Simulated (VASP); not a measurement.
Here is a VASP 6.6.1 calculation.

The input INCAR:

```
PREC     = Accurate       # precision mode
ENCUT    = 520            # plane-wave cutoff, eV
EDIFF    = 1E-7           # SCF threshold, eV
ISMEAR   = 0              # smearing method
SIGMA    = 0.05           # smearing width, eV
LREAL    = False          # projectors in reciprocal space
LASPH    = True           # aspherical terms in the spheres
NELM     = 80             # most SCF steps
ALGO     = Normal         # electronic algorithm
ISIF     = 2              # what is computed and relaxed
LWAVE    = False          # write WAVECAR
LCHARG   = True           # write CHGCAR
GGA      = CA             # functional
LELF     = True           # ELF
LVHAR    = True         
NBANDS   = 64             # bands
```

File KPOINTS:

```
Automatic mesh
0
Gamma
  6 6 6
```

Contents of POSCAR:

```
SnO2
1.0
    4.6578152375      0.0000000000      0.0000000000
    0.0000000000      5.4908315363      0.0000000000
    0.0000000000      0.0000000000      5.1532576067
Sn O
4 8
Direct
    0.5000000000      0.6673419135      0.7500000000
    0.0000000000      0.8326580865      0.2500000000
    0.5000000000      0.3326580865      0.2500000000
    0.0000000000      0.1673419135      0.7500000000
    0.7309254637      0.6050162923      0.0776916535
    0.2309254637      0.8949837077      0.9223083465
    0.7690745363      0.8949837077      0.5776916535
    0.2690745363      0.6050162923      0.4223083465
    0.7309254637      0.3949837077      0.5776916535
    0.2309254637      0.1050162923      0.4223083465
    0.7690745363      0.1050162923      0.0776916535
    0.2690745363      0.3949837077      0.9223083465
```

Potentials or basis: VASP PAW LDA potentials, release 64 (Sn_d, O).

Command:

```console
$ cat potpaw_LDA.64/Sn_d/POTCAR potpaw_LDA.64/O/POTCAR > POTCAR
$ mpirun -np 1 vasp_std > vasp.out
```

(1) Predict the largest force.

(2) Predict the pressure.

(3) Estimate the band gap on the k mesh.

Answers

(1) 0.242 eV/Å.

(2) 15.3 GPa.

(3) 2.15 eV, direct.

Caveat: spin-orbit coupling is left out, which moves the levels of the heavy elements.
